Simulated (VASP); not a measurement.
Set up this calculation in VASP 6.6.1, as the native input.

```
Task                   : single point
Functional             : r2SCAN
Potentials or basis    : VASP PAW PBE potentials, release 64 (Ga_d, P)
Cutoff                 : 520 eV
k mesh                 : 8 × 8 × 8
Occupations            : gaussian, width 0.05 eV
Spin                   : no spin polarisation
Dipole correction      : no
Further INCAR settings : ALGO = Normal; EDIFF = 1e-07; NBANDS = 16
```

GaP:

```
Ga P
1.0
     0.00000    2.61624    2.72525
     2.72525    0.00000    2.72525
     2.72525    2.61624    0.00000
Ga P
1 1
Cartesian
  0.0000 0.0000 0.0000
  4.0879 3.9244 4.0879
```

This cell differs from its parent crystal: strain -0.0400 x Voigt [0, 1, 0, 0, 0, 0].

One way to write it, as run:

POSCAR

```
GaP
1.0
    0.0000000000      2.6162400000      2.7252500000
    2.7252500000      0.0000000000      2.7252500000
    2.7252500000      2.6162400000      0.0000000000
Ga P
1 1
Direct
    0.0000000000      0.0000000000      0.0000000000
    0.7500000000      0.7500000000      0.7500000000
```

INCAR.step1

```
PREC = Accurate
ENCUT = 520
ISMEAR = 0
SIGMA = 0.05
LREAL = F
LASPH = T
NELM = 80
NBANDS = 16
GGA = PE
ALGO = Normal
EDIFF = 1E-4
LWAVE = T
LCHARG = F
```

INCAR.step2

```
PREC = Accurate
ENCUT = 520
EDIFF = 1E-7
ISMEAR = 0
SIGMA = 0.05
LREAL = F
LASPH = T
NELM = 80
ALGO = Normal
ISIF = 2
LWAVE = F
LCHARG = F
METAGGA = R2SCAN
LMIXTAU = T
NBANDS = 16
ISTART = 1
```

KPOINTS

```
Automatic mesh
0
Gamma
  8 8 8
```

Potentials or basis: VASP PAW PBE potentials, release 64 (Ga_d, P).

The run is started by

```bash
$ cat potpaw_PBE.64/Ga_d/POTCAR potpaw_PBE.64/P/POTCAR > POTCAR
$ cp INCAR.step1 INCAR
$ mpirun -np 1 vasp_std > vasp.out
$ cp INCAR.step2 INCAR
$ mpirun -np 1 vasp_std > vasp.out
```

It gave:

```json
{
 "Pressure": "3.9 GPa",
 "Band gap on the k mesh": "1.42 eV (least direct gap 2.54 eV)"
}
```

Caveat: the cell differs from its parent crystal (strain -0.0400 x Voigt [0, 1, 0, 0, 0, 0]); the cell stands under pressure; the PAW data sets were made with another functional, which shifts forces and pressure a little.

Wall time 2.3 min on 1 thread of Intel Xeon 8259CL, on a shared host, peak memory 0.19 GiB.
